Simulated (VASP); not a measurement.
Input of a VASP 6.6.1 run:

POSCAR

```
GaAs
1.0
    0.0000000000      2.8330850947      2.7446928398
    2.8330850947      0.0000000000      2.7446928398
    2.8330850947      2.8330850947      0.0000000000
Ga As
1 1
Direct
    0.0000000000      0.0000000000      0.0000000000
    0.2500000000      0.2500000000      0.2500000000
```

File INCAR.step1:

```
SYSTEM = GaAs
ALGO = Normal
EDIFF = 1E-5
ENCUT = 550
GGA = PE
GGA_COMPAT = .FALSE.
ISMEAR = 0
LASPH = .TRUE.
LCHARG = .FALSE.
LREAL = .FALSE.
LWAVE = .TRUE.
NBANDS = 16
NELM = 120
PREC = Accurate
SIGMA = 0.01
```

Contents of INCAR.step2:

```
SYSTEM = GaAs
ALGO = Normal
EDIFF = 1E-6
ENCUT = 550
GGA_COMPAT = .FALSE.
ISIF = 2
ISMEAR = 0
ISTART = 1
LASPH = .TRUE.
LCHARG = .FALSE.
LMIXTAU = .TRUE.
LREAL = .FALSE.
LWAVE = .FALSE.
METAGGA = R2SCAN
NBANDS = 16
NELM = 120
PREC = Accurate
SIGMA = 0.01
```

The input KPOINTS:

```
k-points
0
G
  8 8 8
  0 0 0
```

Potentials or basis: VASP PAW PBE potentials, release 64 (Ga_d, As).

Command:

```sh
$ cat potpaw_PBE.64/Ga_d/POTCAR potpaw_PBE.64/As/POTCAR > POTCAR
$ cp INCAR.step1 INCAR
$ mpirun -np 1 vasp_std > vasp.out
$ cp INCAR.step2 INCAR
$ mpirun -np 1 vasp_std > vasp.out
```

Problem. Estimate the band gap on the k mesh.

Solution. 1.07 eV.

Problem. Estimate the pressure.

Solution. 2.6 GPa.

Stress tensor (GPa, compression positive):
```
1.90 0.00 0.00
0.00 1.90 0.00
0.00 0.00 3.92
```

Caveat: the cell differs from its parent crystal (uniaxial z strain -3.1%); the PAW data sets were made with another functional, which shifts forces and pressure a little. A k mesh can miss the band edges.
